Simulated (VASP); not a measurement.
# Sn (I4/mmm) in VASP: further runs

Sn is run at these levels: PBE; tasks: electric field gradients.

Everything below comes from runs of VASP 6.6.1. Logs are shortened: lines on timing, memory, paths and dates and some standing lists are left out, and cuts for length are marked.

### Step 1. The cell of the first run

It takes space group I4/mmm (No. 139, tetragonal). Conventional cell: a = 3.976 Å, b = 3.976 Å, c = 3.254 Å, α = 90.00°, β = 90.00°, γ = 90.00°. Sn (site symmetry 4/mmm) has 14 Sn at 3.25 to 3.98 Å within 4.3 Å.

### Step 2. Electric field gradients, PBE (volume scaled by 0.9405)

Contents of INCAR:

```
ALGO     = Normal         # electronic algorithm
EDIFF    = 1E-8           # SCF threshold, eV
ENCUT    = 520            # plane-wave cutoff, eV
GGA      = PE             # functional
ISIF     = 2              # what is computed and relaxed
ISMEAR   = -1             # smearing method
LASPH    = True           # aspherical terms in the spheres
LCHARG   = False          # write CHGCAR
LEFG     = True         
LREAL    = False          # projectors in reciprocal space
LWAVE    = False          # write WAVECAR
NBANDS   = 13             # bands
NELM     = 100            # most SCF steps
PREC     = Accurate       # precision mode
SIGMA    = 0.05           # smearing width, eV
```

Contents of KPOINTS:

```
k-points
0
Gamma
  16 16 16
```

Contents of POSCAR:

```
Sn
1.0
   -1.9881181372      1.9881181372      1.6271458145
    1.9881181372     -1.9881181372      1.6271458145
    1.9881181372      1.9881181372     -1.6271458145
Sn
1
Direct
    0.0000000000      0.0000000000      0.0000000000
```

Potentials or basis: VASP PAW PBE potentials, release 64 (Sn_d).

Started as:

```sh
$ cat potpaw_PBE.64/Sn_d/POTCAR > POTCAR
$ mpirun -np 1 vasp_std > vasp.out
```

OUTCAR:

```text
EDIFF = 1E-8
   ENCUT = 520
   GGA = PE
   ISIF = 2
   ISMEAR = -1
   LASPH = True
   LREAL = False
   NELM = 100
   PREC = Accurate

 ion  position               nearest neighbor table
   1  0.000  0.000  0.000-

  LATTYP: Found a body centered tetragonal cell.
 ALAT       =     3.9762362744
 C/A-ratio  =     0.8184351745

  Lattice vectors:

 A1 = (  -1.9881181372,   1.9881181372,   1.6271458145)
 A2 = (   1.9881181372,  -1.9881181372,   1.6271458145)
 A3 = (   1.9881181372,   1.9881181372,  -1.6271458145)

Analysis of symmetry for initial positions (statically):
=====================================================================
 Subroutine PRICEL returns:
 Original cell was already a primitive cell.

 Routine SETGRP: Setting up the symmetry group for a
 body centered tetragonal supercell.

 Subroutine GETGRP returns: Found 16 space group operations
 (whereof 16 operations were pure point group operations)
 out of a pool of 16 trial point group operations.

The static configuration has the point symmetry D_4h.

Analysis of symmetry for dynamics (positions and initial velocities):
=====================================================================
 Subroutine PRICEL returns:
 Original cell was already a primitive cell.

 Routine SETGRP: Setting up the symmetry group for a
 body centered tetragonal supercell.

 Subroutine GETGRP returns: Found 16 space group operations
 (whereof 16 operations were pure point group operations)
 out of a pool of 16 trial point group operations.

The dynamic configuration has the point symmetry D_4h.

 Subroutine INISYM returns: Found 16 space group operations
 (whereof 16 operations are pure point group operations),
 and found     1 'primitive' translations

----------------------------------------------------------------------------------------

                                     Primitive cell

  volume of cell :      25.7259

  direct lattice vectors                    reciprocal lattice vectors
    -1.988118137  1.988118137  1.627145814     0.000000000  0.251494109  0.307286535
     1.988118137 -1.988118137  1.627145814     0.251494109  0.000000000  0.307286535
     1.988118137  1.988118137 -1.627145814     0.251494109  0.251494109  0.000000000

  length of vectors
     3.248512114  3.248512114  3.248512114     0.397082236  0.397082236  0.355666380

  position of ions in fractional coordinates (direct lattice)
     0.000000000  0.000000000  0.000000000

  ion indices of the primitive-cell ions
   primitive index   ion index
                 1           1

----------------------------------------------------------------------------------------

 KPOINTS: k-points

Automatic generation of k-mesh.
 Grid dimensions read from file:
 generate k-points for:   16   16   16

 Generating k-lattice:

  Cartesian coordinates                     Fractional coordinates (reciprocal lattice)
     0.000000000  0.015718382  0.019205408     0.062500000  0.000000000  0.000000000
     0.015718382  0.000000000  0.019205408     0.000000000  0.062500000  0.000000000
     0.015718382  0.015718382  0.000000000     0.000000000  0.000000000  0.062500000

  Length of vectors
     0.024817640  0.024817640  0.022229149

  Shift w.r.t. Gamma in fractional coordinates (k-lattice)
     0.000000000  0.000000000  0.000000000

 Subroutine IBZKPT returns following result:
 ===========================================

 Found    349 irreducible k-points:

 Following reciprocal coordinates:
            Coordinates               Weight
  0.000000  0.000000  0.000000      1.000000
  0.062500  0.000000  0.000000      8.000000
  0.125000  0.000000  0.000000      8.000000
  0.187500  0.000000  0.000000      8.000000
  0.250000  0.000000  0.000000      8.000000
  0.312500  0.000000  0.000000      8.000000
[... 16 lines left out ...]
 -0.125000  0.062500  0.000000     16.000000
 -0.062500  0.062500  0.000000      4.000000
 [... further k-points ...]
   k-points           NKPTS =    349   k-points in BZ     NKDIM =    349   number of bands    NBANDS=     13
   number of dos      NEDOS =    301   number of ions     NIONS =      1
   total plane-waves  NPLWV =  13824
   dimension x,y,z NGX =    24 NGY =   24 NGZ =   24
   dimension x,y,z NGXF=    48 NGYF=   48 NGZF=   48
   ions per type =               1
   NGX,Y,Z   is equivalent  to a cutoff of  12.28, 12.28, 12.28 a.u.
   NGXF,Y,Z  is equivalent  to a cutoff of  24.56, 24.56, 24.56 a.u.
 SYSTEM =  unknown system
   PREC   = accura    normal or accurate (medium, high low for compatibility)
   ISTART =      0    job   : 0-new  1-cont  2-samecut
   ICHARG =      2    charge: 1-file 2-atom 10-const
   ISPIN  =      1    spin polarized calculation?
   LNONCOLLINEAR =      F non collinear calculations
   LSORBIT =      F    spin-orbit coupling
   LASPH  =      T    aspherical Exc in radial PAW
   ENCUT  =  520.0 eV  38.22 Ry    6.18 a.u.   6.04  6.04  6.04*2*pi/ulx,y,z
   NELM   =    100;   NELMIN=  2; NELMDL= -5     # of ELM steps
   EDIFF  = 0.1E-07   stopping-criterion for ELM
   LREAL  =      F    real-space projection
   EDIFFG = 0.1E-06   stopping-criterion for IOM
   NSW    =      0    number of steps for IOM
   IBRION =     -1    ionic relax: 0-MD 1-quasi-New 2-CG
   NFREE  =      0    steps in history (QN), initial steepest desc. (CG)
   ISIF   =      2    stress and relaxation
   ISYM   =      2    0-nonsym 1-usesym 2-fastsym
   POTIM  = 0.5000    time-step for ionic-motion
   TEBEG  =    0.0;   TEEND  =   0.0 temperature during run
   PSTRESS=    0.0 pullay stress
   NELECT =      14.0000    total number of electrons
   NUPDOWN=      -1.0000    fix difference up-down
   EMIN   =  10.00;   EMAX   =-10.00  energy-range for DOS
   EFERMI =   0.00;   METHOD = LEGACY
   ISMEAR =    -1;   SIGMA  =   0.05  broadening in eV -4-tet -1-fermi 0-gaus
   EFERMI_NEDOS =   21; number of points for ismear=-14 and -15
   IALGO  =     38    algorithm
   IMIX   =      4    mixing-type and parameters
     AMIX     =   0.40;   BMIX     =  1.00
     AMIX_MAG =   1.60;   BMIX_MAG =  1.00
  volume/ion in A,a.u.               =      25.73       173.61
  Fermi-wavevector in a.u.,A,eV,Ry     =   1.336577  2.525764 24.305956  1.786437
  Thomas-Fermi vector in A             =   2.465193
   LORBIT       =      0    0 simple, 1 ext, 2 COOP (PROOUT), +10 PAW based schemes
   GGA     = PE    functional components
[... 5 lines left out ...]
 non-spin polarized calculation
  energy-cutoff  :      520.00
  volume of cell :       25.73
 maximum number of plane-waves:       718
   NGX = 13   NGY = 13   NGZ = 13

 number of electron      13.9999992 magnetization

 Free energy of the ion-electron system (eV)
  ---------------------------------------------------
  ext. energy  EPLUGINS =         0.00000000
  ---------------------------------------------------
  free energy    TOTEN  =        -3.75562794 eV

  energy without entropy =       -3.75173433  energy(sigma->0) =       -3.75368114

 E-fermi :   8.7750     XC(G=0): -10.6173

 val. band max:        8.7750219530   @ k =  -0.3750   0.5000   0.3125
 cond. band min:       8.8167194587   @ k =   0.2500   0.1250   0.0000
 fundamental gap:      0.0416975057
 Fermi energy:         8.7750405945

 k-point     1 :       0.0000    0.0000    0.0000
  band No.  band energies     occupation
      1     -12.8655      2.00000
      2     -12.7712      2.00000
      3     -12.7712      2.00000
      4     -12.7677      2.00000
      5     -12.6337      2.00000
      6      -2.7541      2.00000
      7      15.9172      0.00000
      8      15.9172      0.00000
      9      18.8045      0.00000
     10      19.3361      0.00000
     11      20.5692      0.00000
     12      21.5040      0.00000
     13      21.5040      0.00000

 k-point     2 :       0.0625    0.0000    0.0000
  band No.  band energies     occupation
      1     -12.8604      2.00000
      2     -12.7715      2.00000
      3     -12.7701      2.00000
      4     -12.7617      2.00000
      5     -12.6362      2.00000
      6      -2.6566      2.00000
      7      15.5794      0.00000
      8      15.6653      0.00000
      9      18.0596      0.00000
     10      19.7259      0.00000
     11      20.5823      0.00000
     12      20.9032      0.00000
     13      21.1606      0.00000

 k-point     3 :       0.1250    0.0000    0.0000
  band No.  band energies     occupation
      1     -12.8507      2.00000
      2     -12.7740      2.00000
      3     -12.7623      2.00000
      4     -12.7437      2.00000
      5     -12.6433      2.00000
      6      -2.3635      2.00000
      7      14.8666      0.00000
      8      14.9677      0.00000
      9      16.3426      0.00000
     10      19.5491      0.00000
     11      19.6427      0.00000
     12      21.0699      0.00000
     13      21.9674      0.00000
[... 305 lines left out ...]
 k-point    23 :      -0.1250    0.0625    0.0000
  band No.  band energies     occupation
      1     -12.8526      2.00000
      2     -12.7736      2.00000
      3     -12.7672      2.00000
      4     -12.7538      2.00000
      5     -12.6401      2.00000
      6      -2.5017      2.00000
      7      13.9759      0.00000
      8      15.7354      0.00000
      9      17.4509      0.00000
     10      20.0343      0.00000
     11      20.5176      0.00000
     12      20.9561      0.00000
     13      22.5687      0.00000

 k-point    24 :      -0.0625    0.0625    0.0000
  band No.  band energies     occupation
      1     -12.8607      2.00000
      2     -12.7723      2.00000
      3     -12.7697      2.00000
      4     -12.7641      2.00000
      5     -12.6357      2.00000
      6      -2.6767      2.00000
      7      14.8546      0.00000
      8      15.9791      0.00000
      9      18.5160      0.00000
     10      19.7899      0.00000
     11      20.8134      0.00000
     12      21.2617      0.00000
     13      21.9178      0.00000

 [... further k-points ...]
[... 5 lines left out ...]
  --------------------------------------------------------------------------------------
  -------------------------------------------------------------------------------------
  Total        0.6671898      0.6671898      0.8824049      0.0000000      0.0000000      0.0000000
  in kB       41.5517350     41.5517350     54.9550563      0.0000000      0.0000000      0.0000000
  external PRESSURE =      46.0195088 kB  Pullay stress =       0.0000000 kB

 VOLUME and BASIS-vectors are now :
 -----------------------------------------------------------------------------
  energy-cutoff  :      520.00
  volume of cell :       25.73
      direct lattice vectors                 reciprocal lattice vectors
    -1.988118137  1.988118137  1.627145814     0.000000000  0.251494109  0.307286535
     1.988118137 -1.988118137  1.627145814     0.251494109  0.000000000  0.307286535
     1.988118137  1.988118137 -1.627145814     0.251494109  0.251494109  0.000000000

 POSITION                                       TOTAL-FORCE (eV/Angst)
 -----------------------------------------------------------------------------------
      0.00000      0.00000      0.00000         0.000000     -0.000000     -0.000000
 -----------------------------------------------------------------------------------
    total drift:                                0.000000      0.000000      0.000000

  FREE ENERGIE OF THE ION-ELECTRON SYSTEM (eV)
  ---------------------------------------------------
  free  energy   TOTEN  =        -3.7556279444 eV

  energy  without entropy=       -3.7517343337  energy(sigma->0) =       -3.75368114

 Electric field gradients (V/A^2)
---------------------------------------------------------------------
 ion       V_xx      V_yy      V_zz      V_xy      V_xz      V_yz
---------------------------------------------------------------------
   1      -6.441    -6.441    12.882    -0.001    -0.002    -0.002
---------------------------------------------------------------------

 Electric field gradients after diagonalization (V/A^2)
 (convention: |V_zz| > |V_xx| > |V_yy|)
----------------------------------------------------------------------
 ion       V_xx      V_yy      V_zz     asymmetry (V_yy - V_xx)/ V_zz
----------------------------------------------------------------------
   1      -6.442    -6.440    12.882       0.000
----------------------------------------------------------------------

           NMR quadrupolar parameters

 Cq : quadrupolar parameter    Cq=e*Q*V_zz/h
 eta: asymmetry parameters     (V_yy - V_xx)/ V_zz
 Q  : nuclear electric quadrupole moment in mb (millibarn)
----------------------------------------------------------------------
 ion       Cq(MHz)       eta       Q (mb)
----------------------------------------------------------------------
   1       0.031       0.000       1.000
----------------------------------------------------------------------
```

It took 36 s on 1 thread of Intel Xeon Platinum 8488C (Sapphire Rapids), shared host; peak memory 0.22 GiB.

What came out:

```yaml
Free_energy: -3.7556 eV
Pressure: 4.6 GPa
Band_gap_on_the_k_mesh: zero (band 7 reaches 15.92 eV, above the bottom of band 8 at 6.46 eV)
```

Levels at points of the mesh, in eV from the Fermi level:
| k point | band 4 | band 5 | band 6 | band 7 | band 8 | band 9 | band 10 | band 11 |
| --- | --- | --- | --- | --- | --- | --- | --- | --- |
| (0.00, 0.00, 0.00) | -21.54 | -21.41 | -11.53 | 7.14 | 7.14 | 10.03 | 10.56 | 11.79 |
| (0.50, 0.00, 0.00) | -21.37 | -21.35 | -5.81 | -4.49 | 3.21 | 4.47 | 7.47 | 7.52 |
| (0.50, 0.50, 0.00) | -21.46 | -21.36 | -7.44 | -5.05 | 6.12 | 8.16 | 10.83 | 11.22 |
| (0.50, 0.50, 0.50) | -21.37 | -21.34 | -3.17 | -1.73 | -1.73 | 2.60 | 2.95 | 6.23 |

Electric field gradients, principal values (V/Å²):
```csv
atom,least,middle,greatest (by size)
1 Sn,-6.440,-6.442,12.882
```

Caveat: without QUAD_EFG the Cq values of the log hold for a quadrupole moment of 1 mb, not for the nuclei; spin-orbit coupling is left out, which moves the levels of the heavy elements.

(Continued in part 2 of 3.)
